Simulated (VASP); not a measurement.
The system is NaF.

```
Na F
1.0
     0.00000    2.29724    2.29724
     2.29724    0.00000    2.29724
     2.29724    2.29724    0.00000
Na F
1 1
Direct
  0.00000 0.00000 0.00000
  0.50000 0.50000 0.50000
```

Base run:

* Program: VASP 6.6.1
* Functional: PBE
* Potentials or basis: VASP PAW PBE potentials, release 64 (Na_pv, F)
* Cutoff: 520 eV
* k mesh: 6 × 6 × 6
* Occupations: gaussian, width 0.01 eV
* Spin: no spin polarisation

Its results: band gap on the k mesh 6.44 eV; pressure 3.5 GPa.

**Question.** After a change of settings the same cell gave: band gap on the k mesh 8.48 eV; pressure 1.9 GPa. Which change was it?
A. functional from PBE to PBE-based screened hybrid with 20 % exact exchange; k mesh from 6 × 6 × 6 to 4 × 4 × 4
B. functional from PBE to PBE-based screened hybrid with 30 % exact exchange; k mesh from 6 × 6 × 6 to 4 × 4 × 4
C. functional from PBE to PBE-based screened hybrid with 75 % exact exchange; k mesh from 6 × 6 × 6 to 4 × 4 × 4

**Answer.** A.

Caveats: some runs use coarse meshes; the cell stands under pressure (at least some runs); the PAW data sets were made with another functional, which shifts forces and pressure a little (at least some runs).
